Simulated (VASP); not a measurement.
Wanted: the native input for a VASP 6.6.1 run.

| Quantity | Value |
| --- | --- |
| Task | single point |
| Functional | r2SCAN |
| Potentials or basis | VASP PAW PBE potentials, release 64 (Cd, Se) |
| Cutoff | 550 eV |
| k mesh | 5 × 5 × 3 |
| Occupations | fermi-dirac, width 0.02 eV |
| Spin | no spin polarisation |
| Dipole correction | no |
| Further INCAR settings | ALGO = Normal; EDIFF = 1e-06; NBANDS = 26 |

Crystal: CdSe.

```xyz
4
Lattice="4.3000 0.0000 0.0000 -2.1500 3.7239 0.0000 0.0000 0.0000 7.0200" Properties=species:S:1:pos:R:3 pbc="T T T"
Cd    0.0000    2.4826    0.0000
Cd    2.1500    1.2413    3.5100
Se    0.0000    2.4826    2.7027
Se    2.1500    1.2413    6.2127
```

These files were run (other wordings do the same):

POSCAR

```
CdSe
1.0
    4.3000000000      0.0000000000      0.0000000000
   -2.1500000000      3.7239090000      0.0000000000
    0.0000000000      0.0000000000      7.0200000000
Cd Se
2 2
Direct
    0.3333333333      0.6666666667      0.0000000000
    0.6666666667      0.3333333333      0.5000000000
    0.3333333333      0.6666666667      0.3850000000
    0.6666666667      0.3333333333      0.8850000000
```

INCAR.step1

```
SYSTEM = CdSe
  PREC = Accurate
  ENCUT = 550
  ISMEAR = -1
  SIGMA = 0.02
  LREAL = .FALSE.
  LASPH = .TRUE.
  NELM = 120
  NBANDS = 26
  GGA = PE
  ALGO = Normal
  EDIFF = 1E-5
  LWAVE = .TRUE.
  LCHARG = .FALSE.
  GGA_COMPAT = .FALSE.
```

INCAR.step2

```
SYSTEM = CdSe
  PREC = Accurate
  ENCUT = 550
  EDIFF = 1E-6
  ISMEAR = -1
  SIGMA = 0.02
  LREAL = .FALSE.
  LASPH = .TRUE.
  NELM = 120
  ALGO = Normal
  ISIF = 2
  LWAVE = .FALSE.
  LCHARG = .FALSE.
  METAGGA = R2SCAN
  LMIXTAU = .TRUE.
  NBANDS = 26
  ISTART = 1
  GGA_COMPAT = .FALSE.
```

KPOINTS

```
Automatic mesh
0
G
  5 5 3
  0 0 0
```

Potentials or basis: VASP PAW PBE potentials, release 64 (Cd, Se).

Run with:

```console
$ cat potpaw_PBE.64/Cd/POTCAR potpaw_PBE.64/Se/POTCAR > POTCAR
$ cp INCAR.step1 INCAR
$ mpirun -np 1 vasp_std > vasp.out
$ cp INCAR.step2 INCAR
$ mpirun -np 1 vasp_std > vasp.out
```

Results of the run:

```yaml
Pressure: 1.9 GPa
Largest_force: 0.290 eV/Å
Band_gap_on_the_k_mesh: 1.19 eV
```

Caveat: the PAW data sets were made with another functional, which shifts forces and pressure a little.

It took 3.8 min on 1 thread of AMD EPYC 7R43 64-Core Processor (Zen 3) (shared host), peak memory 0.24 GiB.
